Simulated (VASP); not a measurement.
Write the native input for VASP 6.6.1 that does the following.

```
Task                    : density of states
Functional              : PBE
Potentials or basis     : VASP PAW PBE potentials, release 64 (Ga_d, Y_sv, Fe)
Cutoff                  : 520 eV
k mesh                  : 7 × 7 × 7
Occupations             : gaussian, width 0.0127 eV
Spin                    : no spin polarisation
Dipole correction       : no
k mesh for the DOS      : 11 × 11 × 11
Occupations for the DOS : tetrahedron
Further INCAR settings  : ALGO = Normal; EDIFF = 1e-06; NBANDS = 34
```

YGa2Fe2:

```
Ga Y Fe
1.0
     0.00000    4.00954    0.00000
     4.00954    0.00000    0.00000
     2.00477    2.00477   -5.31449
Ga Y Fe
2 1 2
Direct
  0.37500 0.37500 0.25000
  0.62500 0.62500 0.75000
  0.00000 0.00000 0.00000
  0.75000 0.25000 0.50000
  0.25000 0.75000 0.50000
```

These files were run (other wordings do the same):

POSCAR

```
YGa2Fe2
1.0
    0.0000000000      4.0095370000      0.0000000000
    4.0095370000      0.0000000000      0.0000000000
    2.0047690000      2.0047690000     -5.3144910000
Ga Y Fe
2 1 2
Direct
    0.3750000000      0.3750000000      0.2500000000
    0.6250000000      0.6250000000      0.7500000000
    0.0000000000      0.0000000000      0.0000000000
    0.7500000000      0.2500000000      0.5000000000
    0.2500000000      0.7500000000      0.5000000000
```

INCAR.step1

```
  PREC = Accurate
  ENCUT = 520
  EDIFF = 1E-6
  ISMEAR = 0
  SIGMA = 0.0127
  LREAL = False
  LASPH = True
  NELM = 80
  ALGO = Normal
  ISIF = 2
  LWAVE = False
  LCHARG = True
  LMAXMIX = 4
  GGA = PE
  NBANDS = 34
```

KPOINTS.step1

```
Automatic mesh
0
Gamma
  7 7 7
```

INCAR.step2

```
  PREC = Accurate
  ENCUT = 520
  EDIFF = 1E-6
  ISMEAR = -5
  SIGMA = 0.0127
  LREAL = False
  LASPH = True
  NELM = 80
  ALGO = Normal
  ISIF = 2
  LWAVE = False
  LCHARG = False
  LMAXMIX = 4
  GGA = PE
  LORBIT = 11
  NBANDS = 34
  NEDOS = 1001
  ICHARG = 11
```

KPOINTS.step2

```
Automatic mesh
0
Gamma
  11 11 11
```

Potentials or basis: VASP PAW PBE potentials, release 64 (Ga_d, Y_sv, Fe).

Run with:

```sh
$ cat potpaw_PBE.64/Ga_d/POTCAR potpaw_PBE.64/Y_sv/POTCAR potpaw_PBE.64/Fe/POTCAR > POTCAR
$ cp INCAR.step1 INCAR
$ cp KPOINTS.step1 KPOINTS
$ mpirun -np 1 vasp_std > vasp.out
$ cp INCAR.step2 INCAR
$ cp KPOINTS.step2 KPOINTS
$ mpirun -np 1 vasp_std > vasp.out
```

Results of the run:

```json
{"Valence electrons inside the program's atomic spheres": "Ga 11.85; Y 9.40; Fe 7.14"}
```

It took 7.9 min on 1 thread of Intel(R) Xeon(R) Platinum 8259CL CPU @ 2.50GHz (Skylake/Cascade Lake), on a shared host, peak memory 0.48 GiB.
